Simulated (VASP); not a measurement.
Crystal: ZnS.

```xyz
2
Lattice="0.0000 2.6941 2.6941 2.6941 0.0000 2.6941 2.6941 2.6941 0.0000" Properties=species:S:1:pos:R:3 pbc="T T T"
Zn    0.0000    0.0000    0.0000
S     1.3470    1.3470    1.3470
```

Base run:

| Property | Result |
| --- | --- |
| Program | VASP 6.6.1 |
| Functional | PBEsol |
| Potentials or basis | VASP PAW PBE potentials, release 64 (Zn, S) |
| Cutoff | 500 eV |
| k mesh | 6 × 6 × 6 |
| Occupations | gaussian, width 0.01 eV |
| Spin | no spin polarisation |

Its results: band gap on the k mesh 2.01 eV; pressure -1.1 GPa.

Question: The run is repeated on the same cell with these changes: functional from PBEsol to r2SCAN; cutoff from 500 eV to 550 eV. What comes out?

Answer: Band gap on the k mesh 2.72 eV; pressure 0.0 GPa.

Caveats: the PAW data sets were made with another functional, which shifts forces and pressure a little.

